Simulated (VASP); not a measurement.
Set up this calculation in VASP 6.6.1, as the native input.

```yaml
Task: single point
Functional: r2SCAN
Potentials_or_basis: VASP PAW PBE potentials, release 64 (Ti_sv, Se)
Cutoff: 520 eV
k_mesh: 4 × 4 × 4
Occupations: gaussian, width 0.1 eV
Spin: no spin polarisation
Dipole_correction: no
Further_INCAR_settings: ALGO = Normal; EDIFF = 1e-07; NBANDS = 29
```

Ti3Se:

```
Ti Se
1.0
     3.97372    0.00000    0.00000
     0.00000    3.97372    0.00000
     0.00000    0.00000    3.97372
Ti Se
3 1
Direct
  0.00000 0.50000 0.50000
  0.50000 0.00000 0.50000
  0.50000 0.50000 0.00000
  0.00000 0.00000 0.00000
```

One way to write it, as run:

POSCAR

```
Ti3Se
1.0
    3.9737152317      0.0000000000      0.0000000000
    0.0000000000      3.9737152317      0.0000000000
    0.0000000000      0.0000000000      3.9737152317
Ti Se
3 1
Direct
    0.0000000000      0.5000000000      0.5000000000
    0.5000000000      0.0000000000      0.5000000000
    0.5000000000      0.5000000000      0.0000000000
    0.0000000000      0.0000000000      0.0000000000
```

INCAR.step1

```
ALGO     = Normal         # electronic algorithm
EDIFF    = 1E-4           # SCF threshold, eV
ENCUT    = 520            # plane-wave cutoff, eV
GGA      = PE             # functional
ISMEAR   = 0              # smearing method
LASPH    = T              # aspherical terms in the spheres
LCHARG   = F              # write CHGCAR
LREAL    = F              # projectors in reciprocal space
LWAVE    = T              # write WAVECAR
NBANDS   = 29             # bands
NELM     = 80             # most SCF steps
PREC     = Accurate       # precision mode
SIGMA    = 0.1            # smearing width, eV
```

INCAR.step2

```
ALGO     = Normal         # electronic algorithm
EDIFF    = 1E-7           # SCF threshold, eV
ENCUT    = 520            # plane-wave cutoff, eV
ISIF     = 2              # what is computed and relaxed
ISMEAR   = 0              # smearing method
ISTART   = 1            
LASPH    = T              # aspherical terms in the spheres
LCHARG   = F              # write CHGCAR
LMIXTAU  = T            
LREAL    = F              # projectors in reciprocal space
LWAVE    = F              # write WAVECAR
METAGGA  = R2SCAN         # meta-GGA
NBANDS   = 29             # bands
NELM     = 80             # most SCF steps
PREC     = Accurate       # precision mode
SIGMA    = 0.1            # smearing width, eV
```

KPOINTS

```
k-points
0
Gamma
  4 4 4
```

Potentials or basis: VASP PAW PBE potentials, release 64 (Ti_sv, Se).

The run is started by

```sh
$ cat potpaw_PBE.64/Ti_sv/POTCAR potpaw_PBE.64/Se/POTCAR > POTCAR
$ cp INCAR.step1 INCAR
$ mpirun -np 1 vasp_std > vasp.out
$ cp INCAR.step2 INCAR
$ mpirun -np 1 vasp_std > vasp.out
```

Results of the run:

* Pressure: 0.4 GPa
* Band gap on the k mesh: zero (band 21 reaches 10.35 eV, above the bottom of band 22 at 8.13 eV)

Caveat: the k points lie up to 0.40 Å⁻¹ apart; the PAW data sets were made with another functional, which shifts forces and pressure a little.

Run time: 53 s on 1 thread of Intel(R) Xeon(R) 6975P-C (Granite Rapids), with other jobs on the host, peak memory 0.17 GiB.
